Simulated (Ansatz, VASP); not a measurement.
One calculation of Sn4CO5, two programs

INCAR

```
SYSTEM = Sn4CO5
ALGO = Normal ; DIPOL = 0.5 0.5 0.323
EDIFF = 1E-6 ; ENCUT = 520
GGA = PE ; GGA_COMPAT = .False.
IDIPOL = 3 ; ISIF = 2
ISMEAR = 0 ; IVDW = 12
LASPH = .True. ; LCHARG = .False.
LDIPOL = .True. ; LREAL = .False.
LWAVE = .False. ; NBANDS = 56
NELM = 120 ; NELMDL = -8
PREC = Accurate ; SIGMA = 0.1
```

Contents of KPOINTS:

```
k-points
0
Gamma
  7 5 1
  0 0 0
```

File POSCAR:

```
Sn4CO5
1.0
    3.8363720854      0.0000000000      0.0000000000
    0.0000000000      6.1139355937      0.0000000000
    0.0000000000      0.0000000000     23.2716647157
O Sn C
5 4 1
Direct
    0.0000000000      0.3937311051      0.1718828476
    0.5000000000      0.5905966576      0.2360622870
    0.0000000000      0.7891442786      0.2999263603
    0.5000000000      0.9914786678      0.3618849282
    0.7500000000      1.4914786678      0.5208765623
    0.5000000000      0.2462583311      0.2031056929
    0.0000000000      0.7380694316      0.2048394417
    0.5000000000      0.6484830883      0.3341121374
    0.0000000000      0.1189669940      0.3308043554
    0.7500000000      1.4914786678      0.5702928810
```

Input for Ansatz:

```yaml
crystal:
  lattice:
    - [3.8363720854, 0.0, 0.0]
    - [0.0, 6.1139355937, 0.0]
    - [0.0, 0.0, 23.2716647157]
  atoms:
    - { symbol: O, position: [0.0, 0.3937311051, 0.1718828476] }
    - { symbol: Sn, position: [0.5, 0.2462583311, 0.2031056929] }
    - { symbol: Sn, position: [0.0, 0.7380694316, 0.2048394417] }
    - { symbol: O, position: [0.5, 0.5905966576, 0.236062287] }
    - { symbol: O, position: [0.0, 0.7891442786, 0.2999263603] }
    - { symbol: Sn, position: [0.5, 0.6484830883, 0.3341121374] }
    - { symbol: Sn, position: [0.0, 0.118966994, 0.3308043554] }
    - { symbol: O, position: [0.5, 0.9914786678, 0.3618849282] }
    - { symbol: O, position: [0.75, 1.4914786678, 0.5208765623] }
    - { symbol: C, position: [0.75, 1.4914786678, 0.570292881] }
basis:
  ecutwfc: 420
kpoints:
  mp_grid: { grid: [7, 5, 1] }
hamiltonian:
  xc: pbe
  pseudopotentials: { kind: paw, azcp: { folder: soft_1 } }
  dispersion: d3bj
scf:
  occupations: { method: gaussian, width: 0.1 }
output:
  forces: true
  eigenvalues: true
efield:
  axis: 3
  dipole_correction: true
  ramp_width: 0.04
```

Alike in both runs: task single point; functional PBE; dispersion D3(BJ); k mesh 7 × 5 × 1; occupations gaussian, width 0.1 eV; no spin polarisation.

|  | VASP | Ansatz |
| --- | --- | --- |
| version | VASP 6.6.1 | Ansatz 0.2.0 |
| potentials or method | VASP PAW PBE potentials, release 64 (O, Sn_d, C), cutoff 520 eV | scalar-relativistic, plane waves, PAW |
| valence electrons in the cell | 90 | 90 |

|  | VASP | Ansatz | Ansatz less VASP |
| --- | --- | --- | --- |
| gap on the k mesh at the Fermi level (eV) | 0.90 | 0.91 | +0.014 |
| least direct gap on the mesh (eV) | 0.94 | 0.96 | +0.016 |
| rms of the force components (eV/Å) | 0.362 | 0.509 | +0.1477 |

Noted on VASP's run: the standard files for N, O and F lose accuracy on very short bonds.
